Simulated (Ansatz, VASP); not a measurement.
Zn: VASP beside Ansatz

```
CELL_PARAMETERS angstrom
2.77861 0.00000 0.00000
1.38931 2.40635 0.00000
1.38931 0.80212 2.26873
ATOMIC_POSITIONS crystal
Zn 0.00000 0.00000 0.00000
```

Alike in both runs: functional LDA; k mesh 12 × 12 × 12; no spin polarisation.

|  | VASP | Ansatz |
| --- | --- | --- |
| version | VASP 6.6.1 | Ansatz 0.2.0 |
| potentials or method | VASP PAW LDA potentials, release 64 (Zn), cutoff 520 eV | all-electron LAPW, inner shells corrected to Dirac's equation |
| occupations | methfessel-paxton of order 1, width 0.1 eV | cold, width 0.1 eV |
| task | single point | band structure |

```csv
,VASP,Ansatz,Ansatz less VASP
gap on the k mesh at the Fermi level (eV),none,none,-
pressure (GPa),-8.1,-8.6,-0.44
```

LDA's correlation is that of Perdew and Zunger in VASP and of Perdew and Wang (1992) in Ansatz. A gap of «none» marks a metal or a gap that the smearing closes. Ansatz ran all-electron here, and VASP with PAW potentials.
